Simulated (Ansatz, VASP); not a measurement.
Ag: VASP beside Ansatz

```
Ag
1.0
     0.00000    1.91624    1.91624
     1.91624    0.00000    1.91624
     1.91624    1.91624    0.00000
Ag
1
Direct
  0.00000 0.00000 0.00000
```

Alike in both runs: task single point; functional LDA; k mesh 22 × 22 × 22; occupations fermi-dirac, width 0.1 eV; no spin polarisation.

|  | VASP | Ansatz |
| --- | --- | --- |
| version | VASP 6.6.1 | Ansatz 0.2.0 |
| potentials or method | VASP PAW LDA potentials, release 64 (Ag), cutoff 520 eV | plane waves (420 eV) with PAW, scalar-relativistic |
| valence electrons in the cell | 11 | 19 |

|  | VASP | Ansatz | Ansatz less VASP |
| --- | --- | --- | --- |
| pressure (GPa) | 25.9 | 25.8 | -0.15 |

Ansatz warns that its potentials were made for another functional, while VASP's fit it. LDA's correlation is that of Perdew and Zunger in VASP and of Perdew and Wang (1992) in Ansatz. VASP's potentials hold 11 valence electrons a cell and Ansatz's 19, so a difference there can come from the potentials and not from the codes.
